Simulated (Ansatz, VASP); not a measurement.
# Two plane-wave programs on Al

The input INCAR:

```
SYSTEM = Al
  PREC = Accurate
  ENCUT = 520
  EDIFF = 1E-7
  ISMEAR = 0
  SIGMA = 0.15
  LREAL = .FALSE.
  LASPH = .TRUE.
  NELM = 80
  ALGO = Fast
  ISIF = 2
  LWAVE = .FALSE.
  LCHARG = .FALSE.
  GGA = PE
  IVDW = 12
  NBANDS = 8
```

KPOINTS

```
regular mesh
0
G
  26 26 26
  0 0 0
```

The input POSCAR:

```
Al
1.0
    0.0049784071      1.9913628292      1.9913628292
    1.9913628292      0.0049784071      1.9913628292
    1.9963412363      1.9963412363      0.0000000000
Al
1
Direct
    0.0000000000      0.0000000000      0.0000000000
```

Input for Ansatz:

```yaml
crystal:
  lattice:
    - [0.0049784071, 1.9913628292, 1.9913628292]
    - [1.9913628292, 0.0049784071, 1.9913628292]
    - [1.9963412363, 1.9963412363, 0.0]
  atoms:
    - { symbol: Al, position: [0.0, 0.0, 0.0] }
basis:
  ecutwfc: 420
kpoints:
  mp_grid: { grid: [26, 26, 26] }
hamiltonian:
  xc: pbe
  dispersion: d3bj
scf:
  occupations: { method: gaussian, width: 0.15 }
output:
  forces: true
  stress: true
  eigenvalues: true
  write_density: true
  write_potential: true
  elf: true
  volumetric_format: npy
```

Change from the starting cell: strain +0.0050 x Voigt [0, 0, 0, 0, 0, 1], atoms carried along.

Alike in both runs: task single point; functional PBE; dispersion D3(BJ); k mesh 26 × 26 × 26; occupations gaussian, width 0.15 eV; no spin polarisation.

```csv
,VASP,Ansatz
version,VASP 6.6.1,Ansatz 0.2.0
potentials or method,"VASP PAW PBE potentials, release 64 (Al), cutoff 520 eV","scalar-relativistic, plane waves, PAW"
valence electrons in the cell,3,3
```

|  | VASP | Ansatz | Ansatz less VASP |
| --- | --- | --- | --- |
| gap on the k mesh at the Fermi level (eV) | none | none | - |
| pressure (GPa) | 0.0 | 0.0 | +0.04 |
| traceless stress, the component that is largest in VASP (GPa) | -0.26 | -0.26 | +0.001 |

A gap of «none» marks a metal or a gap that the smearing closes.
